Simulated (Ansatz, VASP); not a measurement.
## AlN: VASP beside Ansatz

```
Al N
1.0
     3.14032    0.00000    0.00000
    -1.57016    2.71960    0.00000
     0.00000    0.00000    5.02633
Al N
2 2
Direct
  0.33976 0.67953 0.00152
  0.66024 0.32047 0.50152
  0.32760 0.65519 0.38348
  0.67240 0.34481 0.88348
```

Change from the starting cell: mode 5 frozen in at +0.034 Å, equal normal strain along x, y and z +0.0167.

Alike in both runs: task single point; functional LDA; k mesh 9 × 9 × 6; occupations gaussian, width 0.05 eV; no spin polarisation.

```csv
,VASP,Ansatz
version,VASP 6.6.1,Ansatz 0.2.0
potentials or method,"VASP PAW LDA potentials, release 64 (Al, N), cutoff 520 eV","scalar-relativistic, plane waves, PAW"
valence electrons in the cell,16,16
```

|  | VASP | Ansatz | Ansatz less VASP |
| --- | --- | --- | --- |
| gap on the k mesh at the Fermi level (eV) | 3.97 | 3.97 | -0.004 |
| least direct gap on the mesh (eV) | 3.97 | 3.97 | -0.004 |
| pressure (GPa) | -9.1 | -9.6 | -0.45 |
| traceless stress, the component that is largest in VASP (GPa) | 0.46 | 0.48 | +0.016 |
| rms of the force components (eV/Å) | 0.092 | 0.092 | +0.0001 |

LDA's correlation is that of Perdew and Zunger in VASP and of Perdew and Wang (1992) in Ansatz. Atom by atom the forces differ by 0.001 eV/Å (rms over components).
